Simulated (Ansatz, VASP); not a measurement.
## BiTe: VASP beside Ansatz

```
Bi Te
1.0
    -4.84542   -2.79750    3.31729
     4.84542   -2.79750    3.31729
     0.00000    5.59500    3.31729
Bi Te
4 4
Direct
  0.50000 0.50000 0.50000
  0.00000 0.00000 0.50000
  0.00000 0.50000 0.00000
  0.50000 0.00000 0.00000
  0.00000 0.00000 0.00000
  0.50000 0.50000 0.00000
  0.50000 0.00000 0.50000
  0.00000 0.50000 0.50000
```

Alike in both runs: task single point; functional LDA; k mesh 3 × 3 × 3; occupations gaussian, width 0.15 eV; no spin polarisation.

|  | VASP | Ansatz |
| --- | --- | --- |
| version | VASP 6.6.1 | Ansatz 0.2.0 |
| potentials or method | VASP PAW LDA potentials, release 64 (Bi_d, Te), cutoff 520 eV | scalar-relativistic, plane waves, PAW |
| valence electrons in the cell | 84 | 124 |

|  | VASP | Ansatz | Ansatz less VASP |
| --- | --- | --- | --- |
| gap on the k mesh at the Fermi level (eV) | none | none | - |
| pressure (GPa) | -3.5 | -3.6 | -0.07 |

LDA's correlation is that of Perdew and Zunger in VASP and of Perdew and Wang (1992) in Ansatz. A gap of «none» marks a metal or a gap that the smearing closes. VASP's potentials hold 84 valence electrons a cell and Ansatz's 124, so a difference there can come from the potentials and not from the codes.

Neither program's run includes spin-orbit coupling.
